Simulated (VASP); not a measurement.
# CsH (P4/mmm) in VASP: further runs, part 2 of 3

VASP 6.6.1.

### Step 3. Single point, LDA (strain +0.0150 x Voigt [0, 0, 1, 0, 0, 0])

Input file INCAR:

```
  PREC = Accurate
  ENCUT = 520
  EDIFF = 1E-6
  ISMEAR = 0
  SIGMA = 0.05
  LREAL = F
  LASPH = T
  NELM = 80
  ALGO = Normal
  ISIF = 2
  LWAVE = F
  LCHARG = F
  GGA = CA
  NBANDS = 12
```

Input file KPOINTS:

```
regular mesh
0
Gamma
  8 8 8
```

Input file POSCAR:

```
CsH
1.0
    3.8184085400      0.0000000000      0.0000000000
    0.0000000000      3.8184085400      0.0000000000
    0.0000000000      0.0000000000      3.8756846681
Cs H
1 1
Direct
    0.0000000000      0.0000000000      0.0000000000
    0.5000000000      0.5000000000      0.5000000000
```

Potentials or basis: VASP PAW LDA potentials, release 64 (Cs_sv, H).

The run is started by

```
> cat potpaw_LDA.64/Cs_sv/POTCAR potpaw_LDA.64/H/POTCAR > POTCAR
> mpirun -np 1 vasp_std > vasp.out
```

OUTCAR:

```text
PREC = Accurate
   ENCUT = 520
   EDIFF = 1E-6
   ISMEAR = 0
   LREAL = F
   LASPH = T
   NELM = 80
   ISIF = 2
   GGA = CA

 ion  position               nearest neighbor table
   1  0.000  0.000  0.000-
   2  0.500  0.500  0.500-

  LATTYP: Found a simple tetragonal cell.
 ALAT       =     3.8184085400
 C/A-ratio  =     1.0150000000

  Lattice vectors:

 A1 = (   3.8184085400,   0.0000000000,   0.0000000000)
 A2 = (   0.0000000000,   3.8184085400,   0.0000000000)
 A3 = (   0.0000000000,   0.0000000000,   3.8756846681)

Analysis of symmetry for initial positions (statically):
=====================================================================
 Subroutine PRICEL returns:
 Original cell was already a primitive cell.

 Routine SETGRP: Setting up the symmetry group for a
 simple tetragonal supercell.

 Subroutine GETGRP returns: Found 16 space group operations
 (whereof 16 operations were pure point group operations)
 out of a pool of 16 trial point group operations.

The static configuration has the point symmetry D_4h.

Analysis of symmetry for dynamics (positions and initial velocities):
=====================================================================
 Subroutine PRICEL returns:
 Original cell was already a primitive cell.

 Routine SETGRP: Setting up the symmetry group for a
 simple tetragonal supercell.

 Subroutine GETGRP returns: Found 16 space group operations
 (whereof 16 operations were pure point group operations)
 out of a pool of 16 trial point group operations.

The dynamic configuration has the point symmetry D_4h.

 Subroutine INISYM returns: Found 16 space group operations
 (whereof 16 operations are pure point group operations),
 and found     1 'primitive' translations

----------------------------------------------------------------------------------------

                                     Primitive cell

  volume of cell :      56.5084

  direct lattice vectors                    reciprocal lattice vectors
     3.818408540  0.000000000  0.000000000     0.261889211  0.000000000  0.000000000
     0.000000000  3.818408540  0.000000000     0.000000000  0.261889211  0.000000000
     0.000000000  0.000000000  3.875684668     0.000000000  0.000000000  0.258018927

  length of vectors
     3.818408540  3.818408540  3.875684668     0.261889211  0.261889211  0.258018927

  position of ions in fractional coordinates (direct lattice)
     0.000000000  0.000000000  0.000000000
     0.500000000  0.500000000  0.500000000

  ion indices of the primitive-cell ions
   primitive index   ion index
                 1           1
                 2           2

----------------------------------------------------------------------------------------

 KPOINTS: regular mesh

Automatic generation of k-mesh.
 Grid dimensions read from file:
 generate k-points for:    8    8    8

 Generating k-lattice:

  Cartesian coordinates                     Fractional coordinates (reciprocal lattice)
     0.032736151  0.000000000  0.000000000     0.125000000  0.000000000  0.000000000
     0.000000000  0.032736151  0.000000000     0.000000000  0.125000000  0.000000000
     0.000000000  0.000000000  0.032252366     0.000000000  0.000000000  0.125000000

  Length of vectors
     0.032736151  0.032736151  0.032252366

  Shift w.r.t. Gamma in fractional coordinates (k-lattice)
     0.000000000  0.000000000  0.000000000

 Subroutine IBZKPT returns following result:
 ===========================================

 Found     75 irreducible k-points:

 Following reciprocal coordinates:
            Coordinates               Weight
  0.000000  0.000000  0.000000      1.000000
  0.125000  0.000000  0.000000      4.000000
  0.250000  0.000000  0.000000      4.000000
  0.375000  0.000000  0.000000      4.000000
  0.500000  0.000000  0.000000      2.000000
  0.125000  0.125000  0.000000      4.000000
[... 16 lines left out ...]
  0.375000  0.125000  0.125000     16.000000
  0.500000  0.125000  0.125000      8.000000
 [... further k-points ...]
   k-points           NKPTS =     75   k-points in BZ     NKDIM =     75   number of bands    NBANDS=     12
   number of dos      NEDOS =    301   number of ions     NIONS =      2
   total plane-waves  NPLWV =  23520
   dimension x,y,z NGX =    28 NGY =   28 NGZ =   30
   dimension x,y,z NGXF=    56 NGYF=   56 NGZF=   60
   ions per type =               1   1
   NGX,Y,Z   is equivalent  to a cutoff of  12.19, 12.19, 12.87 a.u.
   NGXF,Y,Z  is equivalent  to a cutoff of  24.38, 24.38, 25.74 a.u.
 SYSTEM =  unknown system
   PREC   = accura    normal or accurate (medium, high low for compatibility)
   ISTART =      0    job   : 0-new  1-cont  2-samecut
   ICHARG =      2    charge: 1-file 2-atom 10-const
   ISPIN  =      1    spin polarized calculation?
   LNONCOLLINEAR =      F non collinear calculations
   LSORBIT =      F    spin-orbit coupling
   LASPH  =      T    aspherical Exc in radial PAW
   ENCUT  =  520.0 eV  38.22 Ry    6.18 a.u.   7.10  7.10  7.21*2*pi/ulx,y,z
   NELM   =     80;   NELMIN=  2; NELMDL= -5     # of ELM steps
   EDIFF  = 0.1E-05   stopping-criterion for ELM
   LREAL  =      F    real-space projection
[... 7 lines left out ...]
   TEBEG  =    0.0;   TEEND  =   0.0 temperature during run
   PSTRESS=    0.0 pullay stress
   NELECT =      10.0000    total number of electrons
   NUPDOWN=      -1.0000    fix difference up-down
   EMIN   =  10.00;   EMAX   =-10.00  energy-range for DOS
   EFERMI =   0.00;   METHOD = LEGACY
   ISMEAR =     0;   SIGMA  =   0.05  broadening in eV -4-tet -1-fermi 0-gaus
   EFERMI_NEDOS =   21; number of points for ismear=-14 and -15
   IALGO  =     38    algorithm
   IMIX   =      4    mixing-type and parameters
     AMIX     =   0.40;   BMIX     =  1.00
     AMIX_MAG =   1.60;   BMIX_MAG =  1.00
  volume/ion in A,a.u.               =      28.25       190.67
  Fermi-wavevector in a.u.,A,eV,Ry     =   0.919116  1.736878 11.493856  0.844775
  Thomas-Fermi vector in A             =   2.044274
   LORBIT       =      0    0 simple, 1 ext, 2 COOP (PROOUT), +10 PAW based schemes
   GGA     = CA    functional components
   LHFCALC =     F    Hartree Fock is set to
   AEXX    =    0.0000 exact exchange contribution
   IVDW    =     0    specifies the selected vdW correction
   LEPSILON=     F    determine dielectric tensor
   LRPA    =     F    only Hartree local field effects (RPA)
 non-spin polarized calculation
 Gauss-broadening in eV      SIGMA  =   0.05
  energy-cutoff  :      520.00
  volume of cell :       56.51
 maximum number of plane-waves:      1548
   NGX = 15   NGY = 15   NGZ = 15

 number of electron      10.0000000 magnetization

 Free energy of the ion-electron system (eV)
  ---------------------------------------------------
  ext. energy  EPLUGINS =         0.00000000
  ---------------------------------------------------
  free energy    TOTEN  =        -4.89456139 eV

  energy without entropy =       -4.89456139  energy(sigma->0) =       -4.89456139

 E-fermi :   0.8503     XC(G=0):  -8.1346

 val. band max:        0.6172580445   @ k =   0.5000   0.5000   0.5000
 cond. band min:       2.8187814787   @ k =   0.0000   0.0000   0.5000
 fundamental gap:      2.2015234342
 Fermi energy:         0.8503031297

 k-point     1 :       0.0000    0.0000    0.0000
  band No.  band energies     occupation
      1     -21.2726      2.00000
      2      -7.4020      2.00000
      3      -7.3374      2.00000
      4      -7.3374      2.00000
      5      -1.5131      2.00000
      6       3.6579      0.00000
      7       3.6729      0.00000
      8       7.4567      0.00000
      9       9.7544      0.00000
     10       9.7544      0.00000
     11       9.8857      0.00000
     12      10.4861      0.00000

 k-point     2 :       0.1250    0.0000    0.0000
  band No.  band energies     occupation
      1     -21.2499      2.00000
      2      -7.6151      2.00000
      3      -7.3788      2.00000
      4      -7.3146      2.00000
      5      -1.2671      2.00000
      6       3.7578      0.00000
      7       3.9891      0.00000
      8       7.0504      0.00000
      9       8.5964      0.00000
     10       8.7715      0.00000
     11       9.8147      0.00000
     12      11.0756      0.00000
[... 316 lines left out ...]
 k-point    24 :       0.5000    0.1250    0.1250
  band No.  band energies     occupation
      1     -21.0731      2.00000
      2      -8.8130      2.00000
      3      -7.4352      2.00000
      4      -7.3899      2.00000
      5       0.0981      2.00000
      6       3.5929      0.00000
      7       5.0871      0.00000
      8       5.4511      0.00000
      9       7.0653      0.00000
     10       8.6956      0.00000
     11       9.7971      0.00000
     12      11.2949      0.00000

 [... further k-points ...]
[... 5 lines left out ...]
  --------------------------------------------------------------------------------------
  -------------------------------------------------------------------------------------
  Total       -0.6493844     -0.6493844     -0.8389883      0.0000000      0.0000000      0.0000000
  in kB      -18.4119269    -18.4119269    -23.7877443      0.0000000      0.0000000      0.0000000
  external PRESSURE =     -20.2038660 kB  Pullay stress =       0.0000000 kB

 VOLUME and BASIS-vectors are now :
 -----------------------------------------------------------------------------
  energy-cutoff  :      520.00
  volume of cell :       56.51
      direct lattice vectors                 reciprocal lattice vectors
     3.818408540  0.000000000  0.000000000     0.261889211  0.000000000  0.000000000
     0.000000000  3.818408540  0.000000000     0.000000000  0.261889211  0.000000000
     0.000000000  0.000000000  3.875684668     0.000000000  0.000000000  0.258018927

 POSITION                                       TOTAL-FORCE (eV/Angst)
 -----------------------------------------------------------------------------------
      0.00000      0.00000      0.00000         0.000000      0.000000      0.000000
      1.90920      1.90920      1.93784         0.000000      0.000000      0.000000
 -----------------------------------------------------------------------------------
    total drift:                               -0.000000      0.000000     -0.000000

  FREE ENERGIE OF THE ION-ELECTRON SYSTEM (eV)
  ---------------------------------------------------
  free  energy   TOTEN  =        -4.8945613895 eV

  energy  without entropy=       -4.8945613895  energy(sigma->0) =       -4.89456139
```

OSZICAR:

```text
N       E                     dE             d eps       ncg     rms          rms(c)
DAV:   1     0.410022449811E+02    0.41002E+02   -0.42271E+03  1800   0.698E+02
DAV:   2    -0.252553219391E+01   -0.43528E+02   -0.41216E+02  2260   0.114E+02
DAV:   3    -0.556982075821E+01   -0.30443E+01   -0.30384E+01  2228   0.316E+01
DAV:   4    -0.559084122788E+01   -0.21020E-01   -0.21019E-01  2100   0.303E+00
DAV:   5    -0.559091529421E+01   -0.74066E-04   -0.74066E-04  2252   0.192E-01    0.324E+00
DAV:   6    -0.501699586698E+01    0.57392E+00   -0.58619E-01  2032   0.264E+00    0.129E+00
DAV:   7    -0.489155143312E+01    0.12544E+00   -0.46995E-01  2060   0.228E+00    0.497E-01
DAV:   8    -0.489779458841E+01   -0.62432E-02   -0.45013E-02  2020   0.812E-01    0.216E-01
DAV:   9    -0.489452818490E+01    0.32664E-02   -0.63173E-03  2092   0.279E-01    0.366E-02
DAV:  10    -0.489456158595E+01   -0.33401E-04   -0.76983E-04  2032   0.103E-01    0.201E-02
DAV:  11    -0.489456273032E+01   -0.11444E-05   -0.22289E-05  2124   0.163E-02    0.647E-03
DAV:  12    -0.489456134479E+01    0.13855E-05   -0.47842E-06  2128   0.771E-03    0.303E-03
DAV:  13    -0.489456138950E+01   -0.44713E-07   -0.36231E-07  1176   0.264E-03
   1 F= -.48945614E+01 E0= -.48945614E+01  d E =-.202540E-13
```

stdout:

```text
POSCAR found type information on POSCAR CsH
 POSCAR found :  2 types and       2 ions
 scaLAPACK will be used
 LDA part: xc-table for (Slater(with rela. corr.)+CA(PZ))
 , standard interpolation
 POSCAR, INCAR and KPOINTS ok, starting setup
 FFT: planning ... GRIDC
 FFT: planning ... GRID_SOFT
 FFT: planning ... GRID
 WAVECAR not read
 entering main loop
```

Wall time 29 s (1 thread of AMD EPYC 7R43 (Zen 3), shared host); peak memory 0.14 GiB.

What came out:

* Free energy: -4.8946 eV
* Pressure: -2.0 GPa
* Band gap on the k mesh: 2.20 eV, indirect (least direct gap 2.38 eV)

Caveat: the cell differs from its parent crystal (strain +0.0150 x Voigt [0, 0, 1, 0, 0, 0]); spin-orbit coupling is left out, which moves the levels of the heavy elements. A k mesh can miss the band edges.

### Step 4. Single point, LDA (strain +0.0300 x Voigt [0, 0, 1, 0, 0, 0])

Input file INCAR:

```
SYSTEM = CsH
PREC = Accurate
ENCUT = 520
EDIFF = 1E-7
ISMEAR = 0
SIGMA = 0.05
LREAL = .False.
LASPH = .True.
NELM = 60
ALGO = Normal
ISIF = 2
LWAVE = .False.
LCHARG = .False.
NBANDS = 12
```

Input file KPOINTS:

```
Automatic mesh
0
Gamma
  8 8 8
  0 0 0
```

Edit POSCAR of step 3 so:

```diff
@@ -4,3 +4,3 @@
     0.0000000000      3.8184085400      0.0000000000
-    0.0000000000      0.0000000000      3.8756846681
+    0.0000000000      0.0000000000      3.9329607962
 Cs H
```

The run is started by

```
> cat potpaw_LDA.64/Cs_sv/POTCAR potpaw_LDA.64/H/POTCAR > POTCAR
> mpirun -np 1 vasp_std > vasp.out
```

Run time: 30 s. Hardware: 1 thread of AMD EPYC 7R43 (Zen 3), shared host; peak memory 0.14 GiB.

It converged, with:

```
Free energy            : -4.8812 eV
Pressure               : -2.1 GPa
Band gap on the k mesh : 2.13 eV, indirect (least direct gap 2.32 eV)
```

Stress tensor (GPa, compression positive):
```
-1.79  0.00  0.00
 0.00 -1.79  0.00
 0.00  0.00 -2.83
```

Levels at points of the mesh, in eV from the valence-band top:
```
           k point  band 2  band 3  band 4  band 5  band 6  band 7  band 8  band 9
(0.00, 0.00, 0.00)   -8.10   -7.98   -7.98   -2.12    3.03    3.05    6.72    9.01
(0.50, 0.00, 0.00)   -9.53   -7.93   -7.82   -0.31    2.24    3.86    5.50    5.88
(0.50, 0.50, 0.00)   -9.21   -9.21   -7.78   -1.26    4.12    5.82    6.40    6.40
(0.00, 0.00, 0.50)   -9.39   -7.85   -7.85   -0.35    2.13    3.73    5.97    5.97
(0.50, 0.00, 0.50)   -9.26   -9.07   -7.71   -1.32    3.97    6.19    6.31    6.37
(0.50, 0.50, 0.50)   -9.03   -9.03   -8.84    0.00    2.32    2.52    2.52   10.66
```

Caveat: the cell differs from its parent crystal (strain +0.0300 x Voigt [0, 0, 1, 0, 0, 0]); spin-orbit coupling is left out, which moves the levels of the heavy elements.

### Step 5. Single point, LDA (strain +0.0450 x Voigt [0, 0, 1, 0, 0, 0])

Input file INCAR:

```
SYSTEM = CsH
PREC = Accurate
ENCUT = 520
EDIFF = 1E-6
ISMEAR = 0
SIGMA = 0.05
LREAL = .FALSE.
LASPH = .TRUE.
NELM = 80
ALGO = Normal
ISIF = 2
LWAVE = .FALSE.
LCHARG = .TRUE.
GGA = CA
LELF = .TRUE.
LVHAR = .TRUE.
NBANDS = 12
```

Input file KPOINTS:

```
regular mesh
0
G
  8 8 8
  0 0 0
```

Edit POSCAR of step 4 so:

```diff
@@ -4,3 +4,3 @@
     0.0000000000      3.8184085400      0.0000000000
-    0.0000000000      0.0000000000      3.9329607962
+    0.0000000000      0.0000000000      3.9902369243
 Cs H
```

The run is started by

```
> cat potpaw_LDA.64/Cs_sv/POTCAR potpaw_LDA.64/H/POTCAR > POTCAR
> mpirun -np 1 vasp_std > vasp.out
```

Wall time 33 s (1 thread of AMD EPYC 7R43 (Zen 3), shared host); peak memory 0.14 GiB.

It converged, with:

- Free energy: -4.8656 eV
- Pressure: -2.2 GPa
- Band gap on the k mesh: 2.07 eV, indirect (least direct gap 2.25 eV)

Stress tensor (GPa, compression positive):
```
-1.73  0.00  0.00
 0.00 -1.73  0.00
 0.00  0.00 -3.24
```

Levels at points of the mesh, in eV from the valence-band top:
```
           k point  band 2  band 3  band 4  band 5  band 6  band 7  band 8  band 9
(0.00, 0.00, 0.00)   -8.17   -8.00   -8.00   -2.12    3.01    3.05    6.61    8.88
(0.50, 0.00, 0.00)   -9.54   -8.01   -7.84   -0.32    2.22    3.86    5.34    5.88
(0.50, 0.50, 0.00)   -9.24   -9.24   -7.85   -1.22    4.13    5.64    6.32    6.32
(0.00, 0.00, 0.50)   -9.35   -7.90   -7.90   -0.38    2.07    3.67    6.02    6.02
(0.50, 0.00, 0.50)   -9.31   -9.03   -7.75   -1.30    3.91    6.17    6.21    6.30
(0.50, 0.50, 0.50)   -9.07   -9.07   -8.80    0.00    2.25    2.55    2.55   10.40
```

Caveat: the cell differs from its parent crystal (strain +0.0450 x Voigt [0, 0, 1, 0, 0, 0]); spin-orbit coupling is left out, which moves the levels of the heavy elements. A k mesh can miss the band edges.

### Step 6. Single point, LDA (strain +0.0525 x Voigt [0, 0, 1, 0, 0, 0])

Input file INCAR:

```
SYSTEM = CsH
PREC     = Accurate       ! precision mode
ENCUT    = 520            ! plane-wave cutoff, eV
EDIFF    = 1E-6           ! SCF threshold, eV
ISMEAR   = 0              ! smearing method
SIGMA    = 0.05           ! smearing width, eV
LREAL    = .False.        ! projectors in reciprocal space
LASPH    = .True.         ! aspherical terms in the spheres
NELM     = 100            ! most SCF steps
ALGO     = Normal         ! electronic algorithm
ISIF     = 2              ! what is computed and relaxed
LWAVE    = .False.        ! write WAVECAR
LCHARG   = .False.        ! write CHGCAR
NBANDS   = 12             ! bands
```

Input file KPOINTS:

```
regular mesh
0
Gamma
  8 8 8
  0 0 0
```

Edit POSCAR of step 5 so:

```diff
@@ -4,3 +4,3 @@
     0.0000000000      3.8184085400      0.0000000000
-    0.0000000000      0.0000000000      3.9902369243
+    0.0000000000      0.0000000000      4.0188749884
 Cs H
```

Potentials or basis: VASP PAW LDA potentials, release 64 (Cs_sv, H).

The run is started by

```
> cat potpaw_LDA.64/Cs_sv/POTCAR potpaw_LDA.64/H/POTCAR > POTCAR
> mpirun -np 1 vasp_std > vasp.out
```

It took 31 s on 1 thread of AMD EPYC 7R43 (Zen 3), shared host; peak memory 0.14 GiB.

Results (log left out):

| Property | Result |
| --- | --- |
| Free energy | -4.8569 eV |
| Pressure | -2.3 GPa |
| Band gap on the k mesh | 2.03 eV, indirect (least direct gap 2.22 eV) |

Stress tensor (GPa, compression positive):
```
-1.71  0.00  0.00
 0.00 -1.71  0.00
 0.00  0.00 -3.44
```

Levels at points of the mesh, in eV from the valence-band top:
| k point | band 1 | band 2 | band 3 | band 4 | band 5 | band 6 | band 7 | band 8 | band 9 | band 10 |
| --- | --- | --- | --- | --- | --- | --- | --- | --- | --- | --- |
| (0.00, 0.00, 0.00) | -21.94 | -8.21 | -8.02 | -8.02 | -2.11 | 3.00 | 3.04 | 6.56 | 8.82 | 8.82 |
| (0.50, 0.00, 0.00) | -21.78 | -9.56 | -8.04 | -7.86 | -0.33 | 2.22 | 3.86 | 5.25 | 5.88 | 8.97 |
| (0.50, 0.50, 0.00) | -21.63 | -9.25 | -9.25 | -7.89 | -1.20 | 4.13 | 5.55 | 6.24 | 6.24 | 6.32 |
| (0.00, 0.00, 0.50) | -21.85 | -9.33 | -7.92 | -7.92 | -0.40 | 2.03 | 3.64 | 6.04 | 6.04 | 9.36 |
| (0.50, 0.00, 0.50) | -21.70 | -9.33 | -9.01 | -7.77 | -1.30 | 3.87 | 6.15 | 6.17 | 6.26 | 6.60 |
| (0.50, 0.50, 0.50) | -21.55 | -9.09 | -9.09 | -8.78 | 0.00 | 2.22 | 2.57 | 2.57 | 10.28 | 10.85 |

Caveat: the cell differs from its parent crystal (strain +0.0525 x Voigt [0, 0, 1, 0, 0, 0]); spin-orbit coupling is left out, which moves the levels of the heavy elements. A k mesh can miss the band edges.

(Part 2 of 3 ends here.)
